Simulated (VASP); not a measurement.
A run of VASP 6.6.1:

INCAR

```
  PREC = Accurate
  ENCUT = 520
  EDIFF = 1E-6
  ISMEAR = 0
  SIGMA = 0.05
  LREAL = False
  LASPH = True
  NELM = 80
  ALGO = Normal
  ISIF = 2
  LWAVE = False
  LCHARG = False
  LDIPOL = True
  IDIPOL = 3
  DIPOL = 0.5 0.5 0.322
  GGA = PE
  IVDW = 12
  NBANDS = 37
```

Contents of KPOINTS:

```
Automatic mesh
0
Gamma
  8 7 1
```

Contents of POSCAR:

```
C11O
1.0
    3.6473242347      0.0000000000      0.0000000000
   -1.6658829406      3.9310150970      0.0000000000
    0.0000000000      0.0000000000     23.1809581692
C O
11 1
Direct
    0.5001799340      0.3333933113      0.1725554212
    0.4998200660      0.6666066887      0.1725554212
    0.5001799340      0.8333933113      0.2257231425
    0.4998200660      0.1666066887      0.2257231425
    0.5000212331      0.3353169669      0.2788716798
    0.4999787669      0.6646830331      0.2788716798
    0.5001286273      0.8366480408      0.3322552327
    0.4998713727      0.1633519592      0.3322552327
    0.4997623703      0.3544335274      0.3809574266
    0.5002376297      0.6455664726      0.3809574266
    0.4997623703      0.6044335274      0.5686114471
    0.4997623703      0.6044335274      0.5190017635
```

Potentials or basis: VASP PAW PBE potentials, release 64 (C, O).

Run with:

```bash
$ cat potpaw_PBE.64/C/POTCAR potpaw_PBE.64/O/POTCAR > POTCAR
$ mpirun -np 1 vasp_std > vasp.out
```

Hardware: 1 thread of Intel(R) Xeon(R) Platinum 8488C (Sapphire Rapids) (shared host).

Estimate the wall time of this run.

Run time: 9.2 min on 1 thread of Intel(R) Xeon(R) Platinum 8488C (Sapphire Rapids), with other jobs on the host, peak memory 0.53 GiB. Counts: scf iterations 23, k points 29.
